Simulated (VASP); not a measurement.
Write the native input for VASP 6.6.1 that does the following.

- Task: electric field gradients
- Functional: PBE
- Potentials or basis: VASP PAW PBE potentials, release 64 (Ba_sv, Ta_pv, Ga_d, Si, O)
- Cutoff: 520 eV
- k mesh: 3 × 3 × 4
- Occupations: fermi-dirac, width 0.02 eV
- Spin: no spin polarisation
- Dipole correction: no
- Further INCAR settings: LREAL = Auto; ALGO = Normal; EDIFF = 1e-08; NBANDS = 103

The structure of Ba3TaGa3Si2O14 lies in POSCAR:

```
Ba3TaGa3Si2O14
1.0
    8.5150000000      0.0000000000      0.0000000000
   -4.2575000000      7.3742063132      0.0000000000
    0.0000000000      0.0000000000      5.1920000000
Ba Ta Ga Si O
3 1 3 2 14
Direct
    0.4320092207      0.0000000000      0.0000000000
    0.0000000000      0.4320092207      0.0000000000
    0.5679907793      0.5679907793      0.0000000000
    0.0058719906      0.0000000000      0.0000000000
    0.7456293529      0.0000000000      0.5000000000
    0.0000000000      0.7456293529      0.5000000000
    0.2543706471      0.2543706471      0.5000000000
    0.3333333333      0.6666666667      0.4778909481
    0.6666666667      0.3333333333      0.5221090519
    0.3333333333      0.6666666667      0.7866819213
    0.6666666667      0.3333333333      0.2133180787
    0.4735686029      0.2979654636      0.6516383113
    0.7020345364      0.1756031393      0.6516383113
    0.8243968607      0.5264313971      0.6516383113
    0.2979654636      0.4735686029      0.3483616887
    0.1756031393      0.7020345364      0.3483616887
    0.5264313971      0.8243968607      0.3483616887
    0.2186306324      0.1037481923      0.2260510393
    0.8962518077      0.1148824401      0.2260510393
    0.8851175599      0.7813693676      0.2260510393
    0.1037481923      0.2186306324      0.7739489607
    0.1148824401      0.8962518077      0.7739489607
    0.7813693676      0.8851175599      0.7739489607
```

This cell differs from its parent crystal: atom 4 (Ta) moved by 0.05 Å.

One way to write it, as run:

INCAR

```
SYSTEM = Ba3TaGa3Si2O14
PREC = Accurate
ENCUT = 520
EDIFF = 1E-8
ISMEAR = -1
SIGMA = 0.02
LREAL = Auto
LASPH = .TRUE.
NELM = 60
ALGO = Normal
ISIF = 2
LWAVE = .FALSE.
LCHARG = .FALSE.
GGA = PE
LEFG = .TRUE.
NBANDS = 103
```

KPOINTS

```
regular mesh
0
G
  3 3 4
  0 0 0
```

Potentials or basis: VASP PAW PBE potentials, release 64 (Ba_sv, Ta_pv, Ga_d, Si, O).

Run with:

```sh
$ cat potpaw_PBE.64/Ba_sv/POTCAR potpaw_PBE.64/Ta_pv/POTCAR potpaw_PBE.64/Ga_d/POTCAR potpaw_PBE.64/Si/POTCAR potpaw_PBE.64/O/POTCAR > POTCAR
$ mpirun -np 1 vasp_std > vasp.out
```

Results of the run:

The pressure is 4.4 GPa, the largest force is 1.471 eV/Å and the band gap on the k mesh is 3.80 eV (least direct gap 3.85 eV). The largest electric field gradient by atom is Ba +67.0, +67.1 (each value once); Ta -92.3; Ga -63.2, -59.1 (each value once); Si -26.2; O +40.3, +72.3, +71.5, +73.3, +66.4, +69.8, +69.7 (each value once) V/Å².

Caveat: the cell differs from its parent crystal (atom 4 (Ta) moved by 0.05 Å); the cell stands under pressure; without QUAD_EFG the Cq values of the log hold for a quadrupole moment of 1 mb, not for the nuclei; spin-orbit coupling is left out, which moves the levels of the heavy elements; an odd mesh through Γ misses points on the zone boundary, where band edges can lie; forces of over 1 eV/Å act on the atoms, so gaps and moduli don't describe the material at rest.

Wall time 16 min on 1 thread of Intel(R) Xeon(R) Platinum 8375C CPU @ 2.90GHz (Ice Lake) (shared host), peak memory 0.61 GiB.
